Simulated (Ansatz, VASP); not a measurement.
## Mg4H in VASP and in Ansatz

File INCAR:

```
SYSTEM = Mg4H
PREC     = Accurate       ! precision mode
ENCUT    = 520            ! plane-wave cutoff, eV
EDIFF    = 1E-7           ! SCF threshold, eV
ISMEAR   = 0              ! smearing method
SIGMA    = 0.1            ! smearing width, eV
LREAL    = .False.        ! projectors in reciprocal space
LASPH    = .True.         ! aspherical terms in the spheres
NELM     = 60             ! most SCF steps
ALGO     = Normal         ! electronic algorithm
ISIF     = 2              ! what is computed and relaxed
LWAVE    = .False.        ! write WAVECAR
LCHARG   = .True.         ! write CHGCAR
LDIPOL   = .True.       
IDIPOL   = 3            
DIPOL    = 0.5 0.5 0.321
GGA      = PE             ! functional
LELF     = .True.         ! ELF
LVHAR    = .True.       
LVACPOTAV= .True.       
NBANDS   = 20             ! bands
```

File KPOINTS:

```
regular mesh
0
Gamma
  4 5 1
  0 0 0
```

File POSCAR:

```
Mg4H
1.0
    6.4201385733      0.0000000000      0.0000000000
    0.0000000000      5.1379129567      0.0000000000
    0.0000000000      0.0000000000     21.6644777330
Mg H
8 2
Direct
    0.0000000000      0.7500000000      0.1846340378
    0.5000000000      0.7500000000      0.1846340378
    0.2500000000      0.2500000000      0.2274076137
    0.7500000000      0.2500000000      0.2274076137
    0.2500000000      0.7500000000      0.3173234500
    0.7500000000      0.7500000000      0.3173234500
    0.0000000000      0.2500000000      0.3537808678
    0.5000000000      0.2500000000      0.3537808678
    0.6580237921      0.0833333333      0.5199515018
    0.8419762079      0.0833333333      0.5199515018
```

Input for Ansatz:

```yaml
crystal:
  lattice:
    - [6.4201385733, 0.0, 0.0]
    - [0.0, 5.1379129567, 0.0]
    - [0.0, 0.0, 21.664477733]
  atoms:
    - { symbol: Mg, position: [0.0, 0.75, 0.1846340378] }
    - { symbol: Mg, position: [0.5, 0.75, 0.1846340378] }
    - { symbol: Mg, position: [0.25, 0.25, 0.2274076137] }
    - { symbol: Mg, position: [0.75, 0.25, 0.2274076137] }
    - { symbol: Mg, position: [0.25, 0.75, 0.31732345] }
    - { symbol: Mg, position: [0.75, 0.75, 0.31732345] }
    - { symbol: Mg, position: [0.0, 0.25, 0.3537808678] }
    - { symbol: Mg, position: [0.5, 0.25, 0.3537808678] }
    - { symbol: H, position: [0.6580237921, 0.0833333333, 0.5199515018] }
    - { symbol: H, position: [0.8419762079, 0.0833333333, 0.5199515018] }
basis:
  ecutwfc: 420
kpoints:
  mp_grid: { grid: [4, 5, 1] }
hamiltonian:
  xc: pbe
scf:
  occupations: { method: gaussian, width: 0.1 }
output:
  forces: true
  eigenvalues: true
efield:
  axis: 3
  dipole_correction: true
  ramp_width: 0.04
```

Alike in both runs: task single point; functional PBE; k mesh 4 × 5 × 1; occupations gaussian, width 0.1 eV; no spin polarisation.

|  | VASP | Ansatz |
| --- | --- | --- |
| version | VASP 6.6.1 | Ansatz 0.2.0 |
| potentials or method | VASP PAW PBE potentials, release 64 (Mg, H), cutoff 520 eV | scalar-relativistic, plane waves, PAW |
| valence electrons in the cell | 18 | 82 |

```csv
,VASP,Ansatz,Ansatz less VASP
gap on the k mesh at the Fermi level (eV),none,none,-
rms of the force components (eV/Å),1.191,1.191,-0.0002
"work function, face that differs most (eV)",3.72,3.72,-0.007
```

Atom by atom the forces differ by 0.003 eV/Å (rms over components). A gap of «none» marks a metal or a gap that the smearing closes. VASP's potentials hold 18 valence electrons a cell and Ansatz's 82, so a difference there can come from the potentials and not from the codes.
